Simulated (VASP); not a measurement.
Wanted: the native input for a VASP 6.6.1 run.

```
Task                   : single point
Functional             : PBE
Potentials or basis    : VASP PAW PBE potentials, release 64 (Ti_sv)
Cutoff                 : 520 eV
k mesh                 : 22 × 22 × 22
Occupations            : gaussian, width 0.15 eV
Spin                   : no spin polarisation
Dipole correction      : no
Further INCAR settings : ALGO = Fast; EDIFF = 1e-06; NBANDS = 12
```

The structure of Ti lies in POSCAR:

```
Ti
1.0
   -1.6634822458      1.6634822458      1.5969429560
    1.6634822458     -1.6634822458      1.5969429560
    1.6634822458      1.6634822458     -1.5969429560
Ti
1
Direct
    0.0000000000      0.0000000000      0.0000000000
```

This cell differs from its parent crystal: ratio of the length along z to the lengths across it x 0.96, volume and fractional coordinates fixed.

These files were run (other wordings do the same):

INCAR

```
PREC = Accurate
ENCUT = 520
EDIFF = 1E-6
ISMEAR = 0
SIGMA = 0.15
LREAL = False
LASPH = True
NELM = 80
ALGO = Fast
ISIF = 2
LWAVE = False
LCHARG = False
GGA = PE
NBANDS = 12
```

KPOINTS

```
regular mesh
0
Gamma
  22 22 22
```

Potentials or basis: VASP PAW PBE potentials, release 64 (Ti_sv).

Launch:

```sh
$ cat potpaw_PBE.64/Ti_sv/POTCAR > POTCAR
$ mpirun -np 1 vasp_std > vasp.out
```

It gave:

```yaml
Pressure: -2.6 GPa
Band_gap_on_the_k_mesh: zero (bands 6 and 7 overlap by 1.58 eV)
```

Wall time 2.2 min on 1 thread of Intel(R) Xeon(R) Platinum 8488C (Sapphire Rapids), with other jobs on the host, peak memory 0.28 GiB.
